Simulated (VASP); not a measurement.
Runs of VASP 6.6.1 on Mo. The structure is that of space group P6/mmm (No. 191), or close to it. The cells are those of the table. 

| task | level | potentials or basis | cell | cutoff (eV) | gap on the mesh (eV) | pressure (GPa) | relaxed volume (Å³/atom) |
| --- | --- | --- | --- | --- | --- | --- | --- |
| single point | PBEsol+D3(BJ) | VASP PAW PBE potentials, release 64 (Mo_sv) | a = 2.711, b = 2.711, c = 2.483 Å, angles 90.0, 90.0, 120.0°, 1 atom | 520 | none | 0.7 | - |
| single point | PBEsol | VASP PAW PBE potentials, release 64 (Mo_sv) | a = 2.735, b = 2.735, c = 2.516 Å, angles 90.0, 90.0, 120.0°, 1 atom | 520 | none | (b) | - |
| relaxation of cell and atoms | LDA | VASP PAW LDA potentials, release 64 (Mo_sv) | relaxed from a = 2.736, b = 2.736, c = 2.555 Å, angles 90.0, 90.0, 120.0°, 1 atom | 600 | none | 0.0 | (a) |
| relaxation of cell and atoms | PBEsol | VASP PAW PBE potentials, release 64 (Mo_sv) | relaxed from a = 2.736, b = 2.736, c = 2.555 Å, angles 90.0, 90.0, 120.0°, 1 atom | 600 | none | 0.1 | 16.34 |
| single point | LDA | VASP PAW LDA potentials, release 64 (Mo_sv) | a = 2.722, b = 2.722, c = 2.490 Å, angles 90.0, 90.0, 120.0°, 1 atom | 520 | none | 1.1 | - |
| relaxation of cell and atoms | PBEsol+D3(BJ) | VASP PAW PBE potentials, release 64 (Mo_sv) | relaxed from a = 2.736, b = 2.736, c = 2.555 Å, angles 90.0, 90.0, 120.0°, 1 atom | 600 | none | -0.3 | 15.86 |

Alike in all rows: no spin polarisation; k mesh 14 × 14 × 13; smearing methfessel-paxton 0.1 eV.

Question: Estimate the missing entries.

Answer: (a) 16.05; (b) 0.6.

Caveats: the PAW data sets were made with another functional, which shifts forces and pressure a little (some runs); pairwise dispersion overbinds metals, which lowers pressure and volume (some runs).

A k mesh can miss the band edges, and the runs leave out spin-orbit coupling on Mo.

A gap of «none» marks levels without a gap at the run's occupations.
